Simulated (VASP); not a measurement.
# Li17H16 (a cell with a defect): single point with PBE

The system is Li17H16 (a cell with a defect).

```
CELL_PARAMETERS angstrom
4.00710 -4.00710 -4.00710
-4.00710 -4.00710 4.00710
-4.00710 4.00710 -4.00710
ATOMIC_POSITIONS crystal
Li 0.24515 0.74564 0.00601
Li 0.24453 0.00641 0.74610
Li 0.25552 0.25159 0.51191
Li 0.99831 0.74379 0.25098
Li 0.25489 0.51087 0.25051
Li 0.10896 0.06568 0.06709
Li 0.99800 0.25082 0.74360
Li 0.74966 0.75717 0.47806
Li 0.97183 0.48079 0.48064
Li 0.75035 0.99058 0.24284
Li 0.74967 0.24257 0.99019
Li 0.39133 0.70819 0.70690
Li 0.75030 0.47853 0.75744
Li 0.50172 0.00271 0.49547
Li 0.52833 0.25891 0.25897
Li 0.50199 0.49562 0.00275
Li 0.75023 0.82559 0.82540
H 0.22258 0.48546 0.73823
H 0.22185 0.73810 0.48463
H 0.27828 0.01282 0.26633
H 0.00254 0.49581 0.99909
H 0.27750 0.26573 0.01292
H 0.98429 0.77952 0.77935
H 0.00260 0.99966 0.49648
H 0.75000 0.49447 0.24819
H 0.00350 0.23235 0.23226
H 0.75100 0.73296 0.01976
H 0.74890 0.01888 0.73179
H 0.51591 0.54519 0.54517
H 0.75008 0.24831 0.49446
H 0.49747 0.74656 0.24320
H 0.49650 0.97890 0.97894
H 0.49744 0.24400 0.74706
```

- Program: VASP 6.6.1
- Task: single point
- Functional: PBE
- Potentials or basis: VASP PAW PBE potentials, release 64 (Li_sv, H)
- Cutoff: 520 eV
- k mesh: 2 × 2 × 2, shifted
- Occupations: gaussian, width 0.02 eV
- Spin: no spin polarisation

```yaml
Largest_force: 0.143 eV/Å
Band_gap_on_the_k_mesh: zero (an odd number of electrons rules out a gap without spin polarisation)
```

Forces on the atoms (eV/Å):
```
Li  -0.008  0.016  0.004
Li  -0.002  0.004  0.017
Li  -0.007 -0.003 -0.015
Li  -0.008 -0.020  0.005
Li  -0.011 -0.016 -0.003
Li  -0.062 -0.021 -0.002
Li  -0.009  0.009 -0.020
Li   0.007 -0.023  0.020
Li   0.029  0.009  0.011
Li   0.005 -0.010  0.013
Li   0.005  0.010 -0.013
Li  -0.061  0.018  0.003
Li   0.008  0.022 -0.022
Li  -0.008  0.023 -0.008
Li   0.029 -0.010 -0.012
Li  -0.010 -0.012  0.024
Li   0.143  0.000 -0.002
H    0.010 -0.017 -0.014
H    0.009 -0.017 -0.016
H    0.009  0.018  0.016
H   -0.001 -0.001  0.015
H    0.010  0.017  0.014
H    0.014  0.005  0.003
H    0.001  0.013  0.001
H    0.009  0.010 -0.008
H   -0.044 -0.006 -0.010
H   -0.019  0.003  0.003
H   -0.019 -0.003 -0.003
H    0.013 -0.005 -0.003
H    0.009 -0.010  0.008
H   -0.001  0.001 -0.015
H   -0.044  0.006  0.010
H    0.001 -0.012 -0.001
```

Levels at points of the mesh, in eV from the Fermi level:
```tsv
k point	band 29	band 30	band 31	band 32	band 33	band 34	band 35	band 36	band 37	band 38
(0.25, 0.25, 0.25)	-5.12	-5.10	-5.09	-5.08	-4.80	0.71	1.02	1.60	1.70	1.77
```

It took 97 s on 1 thread of Intel(R) Xeon(R) 6975P-C (Granite Rapids), on a shared host, peak memory 0.36 GiB.

Caveat: the k points lie up to 0.55 Å⁻¹ apart, too coarse for converged energies and pressures of a metal; an odd number of electrons without spin polarisation forces a metal; a magnetic or distorted state may lie lower.
